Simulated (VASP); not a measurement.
Set up this calculation in VASP 6.6.1, as the native input.

| Property | Result |
| --- | --- |
| Task | single point |
| Functional | PBEsol |
| Potentials or basis | VASP PAW PBE potentials, release 64 (Hf_pv) |
| Cutoff | 520 eV |
| k mesh | 10 × 10 × 5 |
| Occupations | fermi-dirac, width 0.05 eV |
| Spin | no spin polarisation |
| Dipole correction | no |
| Further INCAR settings | ALGO = Normal; EDIFF = 1e-06; NBANDS = 17 |

The structure of Hf lies in POSCAR:

```
Hf
1.0
    3.1145058883      0.0000000000      0.0000000000
   -1.5572529442      2.6972412195      0.0000000000
    0.0000000000      0.0000000000      4.9289117330
Hf
2
Direct
    0.6666666667      0.3333333333      0.7500000000
    0.3333333333      0.6666666667      0.2500000000
```

These files were run (other wordings do the same):

INCAR

```
SYSTEM = Hf
ALGO = Normal
EDIFF = 1E-6
ENCUT = 520
GGA = PS
ISIF = 2
ISMEAR = -1
LASPH = .TRUE.
LCHARG = .TRUE.
LELF = .TRUE.
LREAL = .FALSE.
LVHAR = .TRUE.
LWAVE = .FALSE.
NBANDS = 17
NELM = 80
PREC = Accurate
SIGMA = 0.05
```

KPOINTS

```
k-points
0
G
  10 10 5
  0 0 0
```

Potentials or basis: VASP PAW PBE potentials, release 64 (Hf_pv).

The run is started by

```sh
$ cat potpaw_PBE.64/Hf_pv/POTCAR > POTCAR
$ mpirun -np 1 vasp_std > vasp.out
```

Results of the run:

| Quantity | Value |
| --- | --- |
| Pressure | 4.6 GPa |
| Band gap on the k mesh | zero (band 10 reaches 6.49 eV, above the bottom of band 11 at 4.94 eV) |

Caveat: the PAW data sets were made with another functional, which shifts forces and pressure a little; spin-orbit coupling is left out, which moves the levels of the heavy elements.

Wall time 34 s on 1 thread of AMD EPYC 7R43 64-Core Processor (Zen 3), on a shared host, peak memory 0.13 GiB.
